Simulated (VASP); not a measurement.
Set up this calculation in VASP 6.6.1, as the native input.

- Task: single point
- Functional: LDA
- Potentials or basis: VASP PAW LDA potentials, release 64 (Ni, Al)
- Cutoff: 520 eV
- k mesh: 9 × 9 × 9
- Occupations: fermi-dirac, width 0.05 eV
- Spin: collinear spin, ferromagnetic start
- Starting moments: [1.0, 0.0] μB
- Dipole correction: no
- Further INCAR settings: ALGO = Normal; EDIFF = 1e-06; NBANDS = 18

The structure of AlNi lies in POSCAR:

```
AlNi
1.0
    2.8616638469      0.0000000000      0.0000000000
    0.0000000000      2.8616638469      0.0000000000
    0.0000000000      0.0000000000      2.8616638469
Ni Al
1 1
Direct
    0.5000000000      0.5000000000      0.5000000000
    0.0000000000      0.0000000000      0.0000000000
```

These files were run (other wordings do the same):

INCAR

```
SYSTEM = AlNi
PREC = Accurate ; ENCUT = 520
EDIFF = 1E-6 ; ISMEAR = -1
SIGMA = 0.05 ; LREAL = .FALSE.
LASPH = .TRUE. ; NELM = 150
ALGO = Normal ; ISIF = 2
LWAVE = .FALSE. ; LCHARG = .FALSE.
ISPIN = 2 ; MAGMOM = 1 0
LORBIT = 11 ; LMAXMIX = 4
GGA = CA ; NBANDS = 18
```

KPOINTS

```
Automatic mesh
0
G
  9 9 9
  0 0 0
```

Potentials or basis: VASP PAW LDA potentials, release 64 (Ni, Al).

The run is started by

```sh
$ cat potpaw_LDA.64/Ni/POTCAR potpaw_LDA.64/Al/POTCAR > POTCAR
$ mpirun -np 1 vasp_std > vasp.out
```

It gave:

| Item | Value |
| --- | --- |
| Pressure | -5.2 GPa |
| Net moment | 0.00 μB per cell |
| Valence electrons inside the program's atomic spheres | Ni 9.53; Al 0.82 |

Caveat: the cell stands under tension.

Run time: 14 s on 1 thread of Intel(R) Xeon(R) Platinum 8488C (Sapphire Rapids), with other jobs on the host, peak memory 0.14 GiB.
